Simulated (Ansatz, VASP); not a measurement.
# Two plane-wave programs on HfN

Contents of INCAR:

```
ALGO     = Normal         # electronic algorithm
EDIFF    = 1E-7           # SCF threshold, eV
ENCUT    = 520            # plane-wave cutoff, eV
GGA      = PE             # functional
ISIF     = 2              # what is computed and relaxed
ISMEAR   = 0              # smearing method
LASPH    = True           # aspherical terms in the spheres
LCHARG   = True           # write CHGCAR
LELF     = True           # ELF
LREAL    = False          # projectors in reciprocal space
LVHAR    = True         
LWAVE    = False          # write WAVECAR
NBANDS   = 14             # bands
NELM     = 60             # most SCF steps
PREC     = Accurate       # precision mode
SIGMA    = 0.15           # smearing width, eV
```

File KPOINTS:

```
k-points
0
Gamma
  18 18 18
```

File POSCAR:

```
HfN
1.0
    0.0000000000      2.2590000000      2.2928850000
    2.2590000000      0.0000000000      2.2928850000
    2.2590000000      2.2590000000      0.0000000000
Hf N
1 1
Direct
    0.0000000000      0.0000000000      0.0000000000
    0.5000000000      0.5000000000      0.5000000000
```

Input for Ansatz:

```yaml
crystal:
  lattice:
    - [0.0, 2.259, 2.292885]
    - [2.259, 0.0, 2.292885]
    - [2.259, 2.259, 0.0]
  atoms:
    - { symbol: Hf, position: [0.0, 0.0, 0.0] }
    - { symbol: "N", position: [0.5, 0.5, 0.5] }
basis:
  ecutwfc: 420
kpoints:
  mp_grid: { grid: [18, 18, 18] }
hamiltonian:
  xc: pbe
scf:
  occupations: { method: gaussian, width: 0.15 }
output:
  forces: true
  stress: true
  eigenvalues: true
```

Change from the starting cell: strain +0.000 along x and y, +0.015 along z, atoms carried along.

Alike in both runs: task single point; functional PBE; k mesh 18 × 18 × 18; occupations gaussian, width 0.15 eV; no spin polarisation.

```csv
,VASP,Ansatz
version,VASP 6.6.1,Ansatz 0.2.0
potentials or method,"VASP PAW PBE potentials, release 64 (Hf_pv, N), cutoff 520 eV","scalar-relativistic, plane waves, PAW"
valence electrons in the cell,15,31
```

|  | VASP | Ansatz | Ansatz less VASP |
| --- | --- | --- | --- |
| gap on the k mesh at the Fermi level (eV) | none | none | - |
| pressure (GPa) | -0.9 | 1.4 | +2.35 |
| traceless stress, the component that is largest in VASP (GPa) | -4.40 | -4.46 | -0.058 |

A gap of «none» marks a metal or a gap that the smearing closes. VASP's potentials hold 15 valence electrons a cell and Ansatz's 31, so a difference there can come from the potentials and not from the codes.

Spin-orbit coupling is off throughout.
